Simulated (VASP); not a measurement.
# AgCl (P4/mmm) in VASP: further runs

The runs below take AgCl through single point, with PBE.

Program: VASP 6.6.1. These are calculated values, not measurements. Logs are shortened: lines on timing, memory, paths and dates and some standing lists are left out, and cuts for length are marked.

## (1) The cell of the first run

The structure is tetragonal, space group P4/mmm (No. 123). The conventional cell has a = 3.396 Å, b = 3.396 Å, c = 3.197 Å, α = 90.00°, β = 90.00°, γ = 90.00°. Within 3.8 Å of Ag (site symmetry 4/mmm) lie 8 Cl at 2.88 Å and 6 Ag at 3.20 to 3.40 Å. Within 3.8 Å of Cl (site symmetry 4/mmm) lie 8 Ag at 2.88 Å and 6 Cl at 3.20 to 3.40 Å.

## (2) Single point, PBE (uniaxial z strain -5.9%)

Contents of INCAR:

```
SYSTEM = AgCl
PREC = Accurate
ENCUT = 630
EDIFF = 1E-6
ISMEAR = -1
SIGMA = 0.02
LREAL = .False.
LASPH = .True.
NELM = 120
ALGO = Normal
ISIF = 2
LWAVE = .False.
LCHARG = .False.
GGA = PE
NBANDS = 20
GGA_COMPAT = .False.
```

Contents of KPOINTS:

```
regular mesh
0
Gamma
  8 8 8
  0 0 0
```

Contents of POSCAR:

```
AgCl
1.0
    3.3955880419      0.0000000000      0.0000000000
    0.0000000000      3.3955880419      0.0000000000
    0.0000000000      0.0000000000      3.1966065826
Ag Cl
1 1
Direct
    0.0000000000      0.0000000000      0.0000000000
    0.5000000000      0.5000000000      0.5000000000
```

Potentials or basis: VASP PAW PBE potentials, release 64 (Ag_sv_GW, Cl).

The run is started by

```bash
cat potpaw_PBE.64/Ag_sv_GW/POTCAR potpaw_PBE.64/Cl/POTCAR > POTCAR
mpirun -np 1 vasp_std > vasp.out
```

OUTCAR:

```text
SYSTEM = AgCl
   PREC = Accurate
   ENCUT = 630
   EDIFF = 1E-6
   ISMEAR = -1
   LREAL = .False.
   LASPH = .True.
   NELM = 120
   ISIF = 2
   GGA = PE

 ion  position               nearest neighbor table
   1  0.000  0.000  0.000-
   2  0.500  0.500  0.500-

  LATTYP: Found a simple tetragonal cell.
 ALAT       =     3.3955880419
 C/A-ratio  =     0.9414000000

  Lattice vectors:

 A1 = (   3.3955880419,   0.0000000000,   0.0000000000)
 A2 = (   0.0000000000,   3.3955880419,   0.0000000000)
 A3 = (   0.0000000000,   0.0000000000,   3.1966065826)

Analysis of symmetry for initial positions (statically):
=====================================================================
 Subroutine PRICEL returns:
 Original cell was already a primitive cell.

 Routine SETGRP: Setting up the symmetry group for a
 simple tetragonal supercell.

 Subroutine GETGRP returns: Found 16 space group operations
 (whereof 16 operations were pure point group operations)
 out of a pool of 16 trial point group operations.

The static configuration has the point symmetry D_4h.

Analysis of symmetry for dynamics (positions and initial velocities):
=====================================================================
 Subroutine PRICEL returns:
 Original cell was already a primitive cell.

 Routine SETGRP: Setting up the symmetry group for a
 simple tetragonal supercell.

 Subroutine GETGRP returns: Found 16 space group operations
 (whereof 16 operations were pure point group operations)
 out of a pool of 16 trial point group operations.

The dynamic configuration has the point symmetry D_4h.

 Subroutine INISYM returns: Found 16 space group operations
 (whereof 16 operations are pure point group operations),
 and found     1 'primitive' translations

----------------------------------------------------------------------------------------

                                     Primitive cell

  volume of cell :      36.8569

  direct lattice vectors                    reciprocal lattice vectors
     3.395588042  0.000000000  0.000000000     0.294499800  0.000000000  0.000000000
     0.000000000  3.395588042  0.000000000     0.000000000  0.294499800  0.000000000
     0.000000000  0.000000000  3.196606583     0.000000000  0.000000000  0.312831740

  length of vectors
[... 63 lines left out ...]
 [... further k-points ...]
   k-points           NKPTS =     75   k-points in BZ     NKDIM =     75   number of bands    NBANDS=     20
   number of dos      NEDOS =    301   number of ions     NIONS =      2
   total plane-waves  NPLWV =  21952
   dimension x,y,z NGX =    28 NGY =   28 NGZ =   28
   dimension x,y,z NGXF=    56 NGYF=   56 NGZF=   56
   ions per type =               1   1
   NGX,Y,Z   is equivalent  to a cutoff of  13.71, 13.71, 14.56 a.u.
   NGXF,Y,Z  is equivalent  to a cutoff of  27.42, 27.42, 29.12 a.u.
 SYSTEM =  AgCl
   PREC   = accura    normal or accurate (medium, high low for compatibility)
   ISTART =      0    job   : 0-new  1-cont  2-samecut
   ICHARG =      2    charge: 1-file 2-atom 10-const
   ISPIN  =      1    spin polarized calculation?
   LNONCOLLINEAR =      F non collinear calculations
   LSORBIT =      F    spin-orbit coupling
   LASPH  =      T    aspherical Exc in radial PAW
   ENCUT  =  630.0 eV  46.30 Ry    6.80 a.u.   6.95  6.95  6.54*2*pi/ulx,y,z
   NELM   =    120;   NELMIN=  2; NELMDL= -5     # of ELM steps
   EDIFF  = 0.1E-05   stopping-criterion for ELM
   LREAL  =      F    real-space projection
[... 7 lines left out ...]
   TEBEG  =    0.0;   TEEND  =   0.0 temperature during run
   PSTRESS=    0.0 pullay stress
   NELECT =      26.0000    total number of electrons
   NUPDOWN=      -1.0000    fix difference up-down
   EMIN   =  10.00;   EMAX   =-10.00  energy-range for DOS
   EFERMI =   0.00;   METHOD = LEGACY
   ISMEAR =    -1;   SIGMA  =   0.02  broadening in eV -4-tet -1-fermi 0-gaus
   EFERMI_NEDOS =   21; number of points for ismear=-14 and -15
   IALGO  =     38    algorithm
   IMIX   =      4    mixing-type and parameters
     AMIX     =   0.40;   BMIX     =  1.00
     AMIX_MAG =   1.60;   BMIX_MAG =  1.00
  volume/ion in A,a.u.               =      18.43       124.36
  Fermi-wavevector in a.u.,A,eV,Ry     =   1.457336  2.753965 28.896419  2.123827
  Thomas-Fermi vector in A             =   2.574149
   LORBIT       =      0    0 simple, 1 ext, 2 COOP (PROOUT), +10 PAW based schemes
   GGA     = PE    functional components
   LHFCALC =     F    Hartree Fock is set to
   AEXX    =    0.0000 exact exchange contribution
   IVDW    =     0    specifies the selected vdW correction
   LEPSILON=     F    determine dielectric tensor
   LRPA    =     F    only Hartree local field effects (RPA)
 non-spin polarized calculation
  energy-cutoff  :      630.00
  volume of cell :       36.86
 maximum number of plane-waves:      1340
 NGX is ok and might be reduce to    28
   NGX = 13   NGY = 13   NGZ = 13

 number of electron      26.0000016 magnetization

 Free energy of the ion-electron system (eV)
  ---------------------------------------------------
  ext. energy  EPLUGINS =         0.00000000
  ---------------------------------------------------
  free energy    TOTEN  =        -2.99066206 eV

  energy without entropy =       -2.99066205  energy(sigma->0) =       -2.99066205

 E-fermi :   4.9297     XC(G=0): -11.0329

 val. band max:        4.6766151270   @ k =   0.5000   0.0000   0.0000
 cond. band min:       5.1684927101   @ k =   0.0000   0.0000   0.0000
 fundamental gap:      0.4918775831
 Fermi energy:         4.9297051144

 k-point     1 :       0.0000    0.0000    0.0000
  band No.  band energies     occupation
      1     -85.2876      2.00000
      2     -48.8162      2.00000
      3     -48.7976      2.00000
      4     -48.7976      2.00000
      5     -10.6172      2.00000
      6       1.3391      2.00000
[... 541 lines left out ...]
     19      19.5904      0.00000
     20      22.0610      0.00000

 [... further k-points ...]
[... 5 lines left out ...]
  --------------------------------------------------------------------------------------
  -------------------------------------------------------------------------------------
  Total        0.9620838      0.9620838      1.8247252      0.0000000     -0.0000000      0.0000000
  in kB       41.8219520     41.8219520     79.3211284      0.0000000     -0.0000000      0.0000000
  external PRESSURE =      54.3216775 kB  Pullay stress =       0.0000000 kB

 VOLUME and BASIS-vectors are now :
 -----------------------------------------------------------------------------
  energy-cutoff  :      630.00
  volume of cell :       36.86
      direct lattice vectors                 reciprocal lattice vectors
     3.395588042  0.000000000  0.000000000     0.294499800  0.000000000  0.000000000
     0.000000000  3.395588042  0.000000000     0.000000000  0.294499800  0.000000000
     0.000000000  0.000000000  3.196606583     0.000000000  0.000000000  0.312831740

 POSITION                                       TOTAL-FORCE (eV/Angst)
 -----------------------------------------------------------------------------------
      0.00000      0.00000      0.00000         0.000000      0.000000      0.000000
      1.69779      1.69779      1.59830         0.000000      0.000000      0.000000
 -----------------------------------------------------------------------------------
    total drift:                               -0.000000      0.000000      0.000000

  FREE ENERGIE OF THE ION-ELECTRON SYSTEM (eV)
  ---------------------------------------------------
  free  energy   TOTEN  =        -2.9906620617 eV

  energy  without entropy=       -2.9906620481  energy(sigma->0) =       -2.99066205
```

OSZICAR:

```text
N       E                     dE             d eps       ncg     rms          rms(c)
DAV:   1     0.369754586795E+03    0.36975E+03   -0.16745E+04  3280   0.169E+03
DAV:   2     0.237033659721E+02   -0.34605E+03   -0.32403E+03  3044   0.586E+02
DAV:   3    -0.407088851685E+01   -0.27774E+02   -0.26718E+02  4480   0.171E+02
DAV:   4    -0.490711325203E+01   -0.83622E+00   -0.83001E+00  4032   0.261E+01
DAV:   5    -0.493724596045E+01   -0.30133E-01   -0.30124E-01  4304   0.574E+00    0.105E+01
DAV:   6    -0.309911909503E+01    0.18381E+01   -0.96797E+00  4580   0.485E+01    0.448E+00
DAV:   7    -0.301985705266E+01    0.79262E-01   -0.62088E-01  4728   0.138E+01    0.227E+00
DAV:   8    -0.299430949964E+01    0.25548E-01   -0.28033E-02  3904   0.286E+00    0.904E-01
DAV:   9    -0.299048913832E+01    0.38204E-02   -0.92311E-03  4808   0.131E+00    0.203E-01
DAV:  10    -0.299065683773E+01   -0.16770E-03   -0.10027E-03  3544   0.263E-01    0.637E-02
DAV:  11    -0.299066322679E+01   -0.63891E-05   -0.80146E-05  4816   0.167E-01    0.226E-02
DAV:  12    -0.299066214866E+01    0.10781E-05   -0.47191E-06  3940   0.471E-02    0.603E-03
DAV:  13    -0.299066206172E+01    0.86938E-07   -0.25557E-06  2800   0.360E-02
   1 F= -.29906621E+01 E0= -.29906621E+01  d E =-.136005E-07
```

Run time: 33 s. Hardware: 1 thread of Intel Xeon Platinum 8488C (Sapphire Rapids), shared host; peak memory 0.22 GiB.

Results:

```yaml
Free_energy: -2.9907 eV
Pressure: 5.4 GPa
Band_gap_on_the_k_mesh: 0.49 eV (least direct gap 1.95 eV)
```

Levels at points of the mesh, in eV from the valence-band top:
| k point | band 10 | band 11 | band 12 | band 13 | band 14 | band 15 | band 16 | band 17 |
| --- | --- | --- | --- | --- | --- | --- | --- | --- |
| (0.00, 0.00, 0.00) | -2.13 | -2.08 | -2.08 | -1.46 | 0.49 | 9.02 | 9.43 | 13.90 |
| (0.50, 0.00, 0.00) | -2.02 | -1.78 | -0.12 | 0.00 | 4.91 | 5.76 | 9.07 | 9.35 |
| (0.50, 0.50, 0.00) | -2.36 | -2.33 | -1.82 | -0.87 | 2.25 | 9.43 | 9.43 | 10.73 |
| (0.00, 0.00, 0.50) | -2.08 | -1.50 | -0.17 | -0.17 | 4.62 | 6.02 | 8.94 | 9.62 |
| (0.50, 0.00, 0.50) | -2.51 | -2.47 | -1.71 | -1.30 | 2.85 | 8.77 | 9.38 | 10.57 |
| (0.50, 0.50, 0.50) | -1.66 | -0.39 | -0.25 | -0.25 | 4.30 | 4.44 | 4.44 | 7.17 |

Caveat: the cell differs from its parent crystal (uniaxial z strain -5.9%); the cell stands under pressure; the structure was generated, so it needn't be the stable form of AgCl; semilocal functionals underestimate gaps, and a narrow one can read as zero. A k mesh can miss the band edges.

## (3) Single point, PBE (biaxial xy strain +1.9%)

Contents of INCAR:

```
PREC = Accurate
ENCUT = 630
EDIFF = 1E-6
ISMEAR = -1
SIGMA = 0.02
LREAL = False
LASPH = True
NELM = 120
ALGO = Normal
ISIF = 2
LWAVE = False
LCHARG = False
GGA = PE
NBANDS = 20
GGA_COMPAT = False
```

Contents of KPOINTS:

```
regular mesh
0
Gamma
  8 8 8
```

Contents of POSCAR:

```
AgCl
1.0
    3.4584064207      0.0000000000      0.0000000000
    0.0000000000      3.4584064207      0.0000000000
    0.0000000000      0.0000000000      3.3955880419
Ag Cl
1 1
Direct
    0.0000000000      0.0000000000      0.0000000000
    0.5000000000      0.5000000000      0.5000000000
```

Potentials or basis: VASP PAW PBE potentials, release 64 (Ag_sv_GW, Cl).

The run is started by

```bash
cat potpaw_PBE.64/Ag_sv_GW/POTCAR potpaw_PBE.64/Cl/POTCAR > POTCAR
mpirun -np 1 vasp_std > vasp.out
```

OUTCAR:

```text
PREC = Accurate
   ENCUT = 630
   EDIFF = 1E-6
   ISMEAR = -1
   LREAL = False
   LASPH = True
   NELM = 120
   ISIF = 2
   GGA = PE

 ion  position               nearest neighbor table
   1  0.000  0.000  0.000-
   2  0.500  0.500  0.500-

  LATTYP: Found a simple tetragonal cell.
 ALAT       =     3.4584064207
 C/A-ratio  =     0.9818360334

  Lattice vectors:

 A1 = (   3.4584064207,   0.0000000000,   0.0000000000)
 A2 = (   0.0000000000,   3.4584064207,   0.0000000000)
 A3 = (   0.0000000000,   0.0000000000,   3.3955880419)

Analysis of symmetry for initial positions (statically):
=====================================================================
 Subroutine PRICEL returns:
 Original cell was already a primitive cell.

 Routine SETGRP: Setting up the symmetry group for a
 simple tetragonal supercell.

 Subroutine GETGRP returns: Found 16 space group operations
 (whereof 16 operations were pure point group operations)
 out of a pool of 16 trial point group operations.

The static configuration has the point symmetry D_4h.

Analysis of symmetry for dynamics (positions and initial velocities):
=====================================================================
 Subroutine PRICEL returns:
 Original cell was already a primitive cell.

 Routine SETGRP: Setting up the symmetry group for a
 simple tetragonal supercell.

 Subroutine GETGRP returns: Found 16 space group operations
 (whereof 16 operations were pure point group operations)
 out of a pool of 16 trial point group operations.

The dynamic configuration has the point symmetry D_4h.

 Subroutine INISYM returns: Found 16 space group operations
 (whereof 16 operations are pure point group operations),
 and found     1 'primitive' translations

[... 94 lines left out ...]
   EDIFF  = 0.1E-05   stopping-criterion for ELM
   LREAL  =      F    real-space projection
[... 7 lines left out ...]
   TEBEG  =    0.0;   TEEND  =   0.0 temperature during run
   PSTRESS=    0.0 pullay stress
   NELECT =      26.0000    total number of electrons
   NUPDOWN=      -1.0000    fix difference up-down
   EMIN   =  10.00;   EMAX   =-10.00  energy-range for DOS
   EFERMI =   0.00;   METHOD = LEGACY
   ISMEAR =    -1;   SIGMA  =   0.02  broadening in eV -4-tet -1-fermi 0-gaus
   EFERMI_NEDOS =   21; number of points for ismear=-14 and -15
   IALGO  =     38    algorithm
   IMIX   =      4    mixing-type and parameters
     AMIX     =   0.40;   BMIX     =  1.00
     AMIX_MAG =   1.60;   BMIX_MAG =  1.00
  volume/ion in A,a.u.               =      20.31       137.04
  Fermi-wavevector in a.u.,A,eV,Ry     =   1.410946  2.666301 27.086035  1.990767
  Thomas-Fermi vector in A             =   2.532847
   LORBIT       =      0    0 simple, 1 ext, 2 COOP (PROOUT), +10 PAW based schemes
   GGA     = PE    functional components
   LHFCALC =     F    Hartree Fock is set to
   AEXX    =    0.0000 exact exchange contribution
   IVDW    =     0    specifies the selected vdW correction
   LEPSILON=     F    determine dielectric tensor
   LRPA    =     F    only Hartree local field effects (RPA)
 non-spin polarized calculation
  energy-cutoff  :      630.00
  volume of cell :       40.61
 maximum number of plane-waves:      1476
   NGX = 15   NGY = 15   NGZ = 13

 number of electron      26.0000011 magnetization

 Free energy of the ion-electron system (eV)
  ---------------------------------------------------
  ext. energy  EPLUGINS =         0.00000000
  ---------------------------------------------------
  free energy    TOTEN  =        -3.06037330 eV

  energy without entropy =       -3.06037329  energy(sigma->0) =       -3.06037330

 E-fermi :   3.6674     XC(G=0): -10.4955

 val. band max:        3.3831639267   @ k =   0.5000   0.0000   0.0000
 cond. band min:       3.9304432453   @ k =   0.0000   0.0000   0.0000
 fundamental gap:      0.5472793186
 Fermi energy:         3.6674293663

 k-point     1 :       0.0000    0.0000    0.0000
  band No.  band energies     occupation
      1     -86.2293      2.00000
      2     -49.7521      2.00000
      3     -49.7465      2.00000
      4     -49.7465      2.00000
      5     -11.1917      2.00000
      6       0.6379      2.00000
[... 541 lines left out ...]
     19      18.1000      0.00000
     20      20.2633      0.00000

 [... further k-points ...]
[... 5 lines left out ...]
  --------------------------------------------------------------------------------------
  -------------------------------------------------------------------------------------
  Total       -0.1783999     -0.1783999      0.0503100      0.0000000     -0.0000000     -0.0000000
  in kB       -7.0378209     -7.0378209      1.9847154      0.0000000     -0.0000000     -0.0000000
  external PRESSURE =      -4.0303088 kB  Pullay stress =       0.0000000 kB

 VOLUME and BASIS-vectors are now :
 -----------------------------------------------------------------------------
  energy-cutoff  :      630.00
  volume of cell :       40.61
      direct lattice vectors                 reciprocal lattice vectors
     3.458406421  0.000000000  0.000000000     0.289150516  0.000000000  0.000000000
     0.000000000  3.458406421  0.000000000     0.000000000  0.289150516  0.000000000
     0.000000000  0.000000000  3.395588042     0.000000000  0.000000000  0.294499800

 POSITION                                       TOTAL-FORCE (eV/Angst)
 -----------------------------------------------------------------------------------
      0.00000      0.00000      0.00000         0.000000      0.000000      0.000000
      1.72920      1.72920      1.69779         0.000000      0.000000      0.000000
 -----------------------------------------------------------------------------------
    total drift:                               -0.000000      0.000000     -0.000000

  FREE ENERGIE OF THE ION-ELECTRON SYSTEM (eV)
  ---------------------------------------------------
  free  energy   TOTEN  =        -3.0603732992 eV

  energy  without entropy=       -3.0603732947  energy(sigma->0) =       -3.06037330
```

Run time: 1.8 min. Hardware: 1 thread of Intel Xeon Platinum 8375C at 2.90GHz (Ice Lake), shared host; peak memory 0.23 GiB.

Results:

- Free energy: -3.0604 eV
- Pressure: -0.4 GPa
- Band gap on the k mesh: 0.55 eV (least direct gap 1.95 eV)

Stress tensor (GPa, compression positive):
```
-0.70  0.00  0.00
 0.00 -0.70  0.00
 0.00  0.00  0.20
```

Levels at points of the mesh, in eV from the valence-band top:
```
           k point  band 9  band 10  band 11  band 12  band 13  band 14  band 15  band 16  band 17  band 18
(0.00, 0.00, 0.00)   -1.79    -1.79    -1.57    -1.57    -1.40     0.55     9.35     9.48    13.51    13.51
(0.50, 0.00, 0.00)   -2.60    -1.74    -1.46    -0.03     0.00     4.92     5.44     9.42     9.84    10.25
(0.50, 0.50, 0.00)   -2.08    -2.05    -2.05    -1.52    -0.82     2.68     8.96     8.96    10.63    13.85
(0.00, 0.00, 0.50)   -2.56    -1.75    -1.39    -0.04    -0.04     4.82     5.52     9.40     9.92     9.92
(0.50, 0.00, 0.50)   -2.12    -2.11    -2.08    -1.49    -0.93     2.84     8.77     8.96    10.57    13.57
(0.50, 0.50, 0.50)   -1.50    -1.47    -0.23    -0.19    -0.19     4.75     4.81     4.81     6.72    17.24
```

Caveat: the cell differs from its parent crystal (biaxial xy strain +1.9%); the structure was generated, so it needn't be the stable form of AgCl; semilocal functionals underestimate gaps, and a narrow one can read as zero. A k mesh can miss the band edges.
